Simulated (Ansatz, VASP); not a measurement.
**Si in VASP and in Ansatz**

```
CELL_PARAMETERS angstrom
3.79341 0.00000 0.00000
-1.89670 3.28519 0.00000
0.00000 0.00000 6.27718
ATOMIC_POSITIONS crystal
Si 0.33333 0.66667 0.06306
Si 0.66667 0.33333 0.56306
Si 0.33333 0.66667 0.43694
Si 0.66667 0.33333 0.93694
```

Alike in both runs: task single point; functional r2SCAN; k mesh 6 × 6 × 4; no spin polarisation.

|  | VASP | Ansatz |
| --- | --- | --- |
| version | VASP 6.6.1 | Ansatz 0.2.0 |
| potentials or method | VASP PAW PBE potentials, release 64 (Si) | plane waves, PAW |
| plane-wave cutoff (eV) | 520 | 500 |
| occupations | gaussian, width 0.01 eV | fixed |
| valence electrons in the cell | 16 | 16 |

Ansatz gave:

```
gap on the k mesh at the Fermi level (eV)                     : 0.54
pressure (GPa)                                                : 3.2
traceless stress, the component that is largest in VASP (GPa) : -0.13
rms of the force components (eV/Å)                            : 0.003
```

Problem. What did VASP give for the same quantities?

Solution. gap on the k mesh at the Fermi level (eV): 0.56; pressure (GPa): 3.0; traceless stress, the component that is largest in VASP (GPa): -0.14; rms of the force components (eV/Å): 0.002.

VASP's potentials were made for PBE, not for r2SCAN. Atom by atom the forces differ by 0.001 eV/Å (rms over components).
